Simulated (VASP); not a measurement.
# Hf (Im-3m) in VASP: further runs, part 2 of 3

VASP 6.6.1. Earlier steps stand in the parts before.

## 3. Electric field gradients, PBEsol (volume scaled by 1.04)

Input file INCAR:

```
PREC     = Accurate       # precision mode
ENCUT    = 520            # plane-wave cutoff, eV
EDIFF    = 1E-8           # SCF threshold, eV
ISMEAR   = -1             # smearing method
SIGMA    = 0.05           # smearing width, eV
LREAL    = F              # projectors in reciprocal space
LASPH    = T              # aspherical terms in the spheres
NELM     = 60             # most SCF steps
ALGO     = Normal         # electronic algorithm
ISIF     = 2              # what is computed and relaxed
LWAVE    = F              # write WAVECAR
LCHARG   = F              # write CHGCAR
GGA      = PS             # functional
LEFG     = T            
NBANDS   = 11             # bands
```

Input file KPOINTS:

```
Automatic mesh
0
Gamma
  14 14 14
```

Input file POSCAR:

```
Hf
1.0
   -1.8287527239      1.8287527239      1.8287527239
    1.8287527239     -1.8287527239      1.8287527239
    1.8287527239      1.8287527239     -1.8287527239
Hf
1
Direct
    0.0000000000      0.0000000000      0.0000000000
```

Potentials or basis: VASP PAW PBE potentials, release 64 (Hf_pv).

Launch:

```console
> cat potpaw_PBE.64/Hf_pv/POTCAR > POTCAR
> mpirun -np 1 vasp_std > vasp.out
```

OUTCAR:

```text
PREC = Accurate
   ENCUT = 520
   EDIFF = 1E-8
   ISMEAR = -1
   LREAL = F
   LASPH = T
   NELM = 60
   ISIF = 2
   GGA = PS

 ion  position               nearest neighbor table
   1  0.000  0.000  0.000-

  LATTYP: Found a body centered cubic cell.
 ALAT       =     3.6575054478

  Lattice vectors:

 A1 = (  -1.8287527239,   1.8287527239,   1.8287527239)
 A2 = (   1.8287527239,  -1.8287527239,   1.8287527239)
 A3 = (   1.8287527239,   1.8287527239,  -1.8287527239)

Analysis of symmetry for initial positions (statically):
=====================================================================
 Subroutine PRICEL returns:
 Original cell was already a primitive cell.

 Routine SETGRP: Setting up the symmetry group for a
 body centered cubic supercell.

 Subroutine GETGRP returns: Found 48 space group operations
 (whereof 48 operations were pure point group operations)
 out of a pool of 48 trial point group operations.

The static configuration has the point symmetry O_h .

Analysis of symmetry for dynamics (positions and initial velocities):
=====================================================================
 Subroutine PRICEL returns:
 Original cell was already a primitive cell.

 Routine SETGRP: Setting up the symmetry group for a
 body centered cubic supercell.

 Subroutine GETGRP returns: Found 48 space group operations
 (whereof 48 operations were pure point group operations)
 out of a pool of 48 trial point group operations.

The dynamic configuration has the point symmetry O_h .

 Subroutine INISYM returns: Found 48 space group operations
 (whereof 48 operations are pure point group operations),
 and found     1 'primitive' translations

----------------------------------------------------------------------------------------

                                     Primitive cell

  volume of cell :      24.4639

  direct lattice vectors                    reciprocal lattice vectors
    -1.828752724  1.828752724  1.828752724     0.000000000  0.273410392  0.273410392
     1.828752724 -1.828752724  1.828752724     0.273410392  0.000000000  0.273410392
     1.828752724  1.828752724 -1.828752724     0.273410392  0.273410392  0.000000000

  length of vectors
     3.167492632  3.167492632  3.167492632     0.386660685  0.386660685  0.386660685

  position of ions in fractional coordinates (direct lattice)
     0.000000000  0.000000000  0.000000000

  ion indices of the primitive-cell ions
   primitive index   ion index
                 1           1

----------------------------------------------------------------------------------------

 KPOINTS: Automatic mesh

Automatic generation of k-mesh.
 Grid dimensions read from file:
 generate k-points for:   14   14   14

 Generating k-lattice:

  Cartesian coordinates                     Fractional coordinates (reciprocal lattice)
     0.000000000  0.019529314  0.019529314     0.071428571  0.000000000  0.000000000
     0.019529314  0.000000000  0.019529314     0.000000000  0.071428571  0.000000000
[... 65 lines left out ...]
   ISYM   =      2    0-nonsym 1-usesym 2-fastsym
   POTIM  = 0.5000    time-step for ionic-motion
   TEBEG  =    0.0;   TEEND  =   0.0 temperature during run
   PSTRESS=    0.0 pullay stress
   NELECT =      10.0000    total number of electrons
   NUPDOWN=      -1.0000    fix difference up-down
   EMIN   =  10.00;   EMAX   =-10.00  energy-range for DOS
   EFERMI =   0.00;   METHOD = LEGACY
   ISMEAR =    -1;   SIGMA  =   0.05  broadening in eV -4-tet -1-fermi 0-gaus
   EFERMI_NEDOS =   21; number of points for ismear=-14 and -15
   IALGO  =     38    algorithm
   IMIX   =      4    mixing-type and parameters
     AMIX     =   0.40;   BMIX     =  1.00
     AMIX_MAG =   1.60;   BMIX_MAG =  1.00
  volume/ion in A,a.u.               =      24.46       165.09
  Fermi-wavevector in a.u.,A,eV,Ry     =   1.214973  2.295965 20.084357  1.476159
  Thomas-Fermi vector in A             =   2.350375
   LORBIT       =      0    0 simple, 1 ext, 2 COOP (PROOUT), +10 PAW based schemes
   GGA     = PS    functional components
   LHFCALC =     F    Hartree Fock is set to
   AEXX    =    0.0000 exact exchange contribution
   IVDW    =     0    specifies the selected vdW correction
   LEPSILON=     F    determine dielectric tensor
   LRPA    =     F    only Hartree local field effects (RPA)
 non-spin polarized calculation
  energy-cutoff  :      520.00
  volume of cell :       24.46
 maximum number of plane-waves:       682
   NGX = 11   NGY = 11   NGZ = 11

 number of electron      10.0000000 magnetization

 number of electron       9.9999997 magnetization

 Free energy of the ion-electron system (eV)
  ---------------------------------------------------
  ext. energy  EPLUGINS =         0.00000000
  ---------------------------------------------------
  free energy    TOTEN  =       -10.20669178 eV

  energy without entropy =      -10.18803608  energy(sigma->0) =      -10.19736393

 E-fermi :   3.8426     XC(G=0): -10.9903

 val. band max:        3.8389752723   @ k =  -0.2857   0.2857   0.2143
 cond. band min:       3.8532870294   @ k =  -0.2857   0.3571   0.0714
 fundamental gap:      0.0143117570
 Fermi energy:         3.8426190277

 k-point     1 :       0.0000    0.0000    0.0000
  band No.  band energies     occupation
      1     -26.2952      2.00000
      2     -26.2952      2.00000
      3     -26.2952      2.00000
      4      -2.9079      2.00000
      5       5.2692      0.00000
      6       5.2692      0.00000
      7       5.2692      0.00000
      8       7.8098      0.00000
      9       7.8098      0.00000
     10      16.7378      0.00000
     11      16.7378      0.00000
[... 309 lines left out ...]
 k-point    24 :       0.3571    0.2857    0.0000
  band No.  band energies     occupation
      1     -26.7588      2.00000
      2     -26.6663      2.00000
      3     -26.3705      2.00000
      4       2.2952      2.00000
      5       3.2758      1.99998
      6       3.4719      1.99879
      7       7.9010      0.00000
      8       8.3411      0.00000
      9      10.4438      0.00000
     10      12.8547      0.00000
     11      14.1909      0.00000

 [... further k-points ...]
[... 5 lines left out ...]
  --------------------------------------------------------------------------------------
  -------------------------------------------------------------------------------------
  Total       -1.8425705     -1.8425705     -1.8425705      0.0000000      0.0000000     -0.0000000
  in kB     -120.6728998   -120.6728998   -120.6728998      0.0000000      0.0000000     -0.0000000
  external PRESSURE =    -120.6728998 kB  Pullay stress =       0.0000000 kB

 VOLUME and BASIS-vectors are now :
 -----------------------------------------------------------------------------
  energy-cutoff  :      520.00
  volume of cell :       24.46
      direct lattice vectors                 reciprocal lattice vectors
    -1.828752724  1.828752724  1.828752724     0.000000000  0.273410392  0.273410392
     1.828752724 -1.828752724  1.828752724     0.273410392  0.000000000  0.273410392
     1.828752724  1.828752724 -1.828752724     0.273410392  0.273410392  0.000000000

 POSITION                                       TOTAL-FORCE (eV/Angst)
 -----------------------------------------------------------------------------------
      0.00000      0.00000      0.00000        -0.000000      0.000000     -0.000000
 -----------------------------------------------------------------------------------
    total drift:                               -0.000000      0.000000      0.000000

  FREE ENERGIE OF THE ION-ELECTRON SYSTEM (eV)
  ---------------------------------------------------
  free  energy   TOTEN  =       -10.2066917781 eV

  energy  without entropy=      -10.1880360816  energy(sigma->0) =      -10.19736393

 Electric field gradients (V/A^2)
---------------------------------------------------------------------
 ion       V_xx      V_yy      V_zz      V_xy      V_xz      V_yz
---------------------------------------------------------------------
   1      -0.000     0.000     0.000     0.000     0.000     0.000
---------------------------------------------------------------------

 Electric field gradients after diagonalization (V/A^2)
 (convention: |V_zz| > |V_xx| > |V_yy|)
----------------------------------------------------------------------
 ion       V_xx      V_yy      V_zz     asymmetry (V_yy - V_xx)/ V_zz
----------------------------------------------------------------------
   1      -0.000    -0.000     0.000       0.000
----------------------------------------------------------------------

           NMR quadrupolar parameters

 Cq : quadrupolar parameter    Cq=e*Q*V_zz/h
 eta: asymmetry parameters     (V_yy - V_xx)/ V_zz
 Q  : nuclear electric quadrupole moment in mb (millibarn)
----------------------------------------------------------------------
 ion       Cq(MHz)       eta       Q (mb)
----------------------------------------------------------------------
   1       0.000       0.000       1.000
----------------------------------------------------------------------
```

Run time: 12 s. Hardware: 1 thread of Intel Xeon Platinum 8488C (Sapphire Rapids), shared host; peak memory 0.15 GiB.

Results:

| Quantity | Value |
| --- | --- |
| Free energy | -10.2067 eV |
| Pressure | -12.1 GPa |
| Band gap on the k mesh | zero (band 5 reaches 5.27 eV, above the bottom of band 6 at 3.15 eV) |

Caveat: without QUAD_EFG the Cq values of the log hold for a quadrupole moment of 1 mb, not for the nuclei; the PAW data sets were made with another functional, which shifts forces and pressure a little; spin-orbit coupling is left out, which moves the levels of the heavy elements.

(Part 2 of 3 ends here.)
